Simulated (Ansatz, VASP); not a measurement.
**Two plane-wave programs on WCl**

```
W Cl
1.0
     1.65000    0.95263    9.30000
    -1.65000    0.95263    9.30000
     0.00000   -1.90526    9.30000
W Cl
2 2
Direct
  0.79840 0.79840 0.79840
  0.20160 0.20160 0.20160
  0.40600 0.40600 0.40600
  0.59400 0.59400 0.59400
```

Alike in both runs: task relaxation of cell and atoms; functional PBE; k mesh 7 × 7 × 7; occupations gaussian, width 0.2 eV; no spin polarisation.

|  | VASP | Ansatz |
| --- | --- | --- |
| version | VASP 6.6.1 | Ansatz 0.2.0 |
| potentials or method | VASP PAW PBE potentials, release 64 (W_sv, Cl), cutoff 600 eV | scalar-relativistic, plane waves, PAW |
| valence electrons in the cell | 42 | 42 |

```tsv
	VASP	Ansatz	Ansatz less VASP
gap on the k mesh at the Fermi level, each at its own relaxed structure (eV)	none	none	-
relaxed volume (Å³/atom)	22.23	21.85	-0.378
relaxed length of the cell vector where the two differ most in proportion (Å)	9.740	9.602	-0.1380
```

A gap of «none» marks a metal or a gap that the smearing closes.

Neither program's run includes spin-orbit coupling.
